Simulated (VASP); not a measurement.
Wanted: the native input for a VASP 6.6.1 run.

- Task: single point
- Functional: PBEsol
- Potentials or basis: VASP PAW PBE potentials, release 64 (Hf_pv, O)
- Cutoff: 600 eV
- k mesh: 6 × 6 × 6
- Occupations: methfessel-paxton, width 0.05 eV
- Spin: no spin polarisation
- Dipole correction: no
- Further INCAR settings: ALGO = Normal; EDIFF = 1e-06; NBANDS = 18

The structure of HfO2 lies in POSCAR:

```
HfO2
1.0
    0.0000000000      2.5575000000      2.5575000000
    2.5575000000      0.0000000000      2.5575000000
    2.5575000000      2.5575000000      0.0000000000
Hf O
1 2
Direct
    0.0000000000      0.0000000000      0.0000000000
    0.2500000000      0.2500000000      0.2500000000
    0.7500000000      0.7500000000      0.7500000000
```

These files were run (other wordings do the same):

INCAR

```
ALGO = Normal
EDIFF = 1E-6
ENCUT = 600
GGA = PS
GGA_COMPAT = False
ISIF = 2
ISMEAR = 1
LASPH = True
LCHARG = False
LREAL = False
LWAVE = False
NBANDS = 18
NELM = 120
PREC = Accurate
SIGMA = 0.05
```

KPOINTS

```
k-points
0
Gamma
  6 6 6
```

Potentials or basis: VASP PAW PBE potentials, release 64 (Hf_pv, O).

Command:

```bash
$ cat potpaw_PBE.64/Hf_pv/POTCAR potpaw_PBE.64/O/POTCAR > POTCAR
$ mpirun -np 1 vasp_std > vasp.out
```

It gave:

```json
{
  "Pressure": "-13.7 GPa",
  "Band gap on the k mesh": "3.60 eV, direct"
}
```

Caveat: the PAW data sets were made with another functional, which shifts forces and pressure a little; spin-orbit coupling is left out, which moves the levels of the heavy elements.

Wall time 22 s on 1 thread of Intel Xeon 8259CL, with other jobs on the host, peak memory 0.17 GiB.
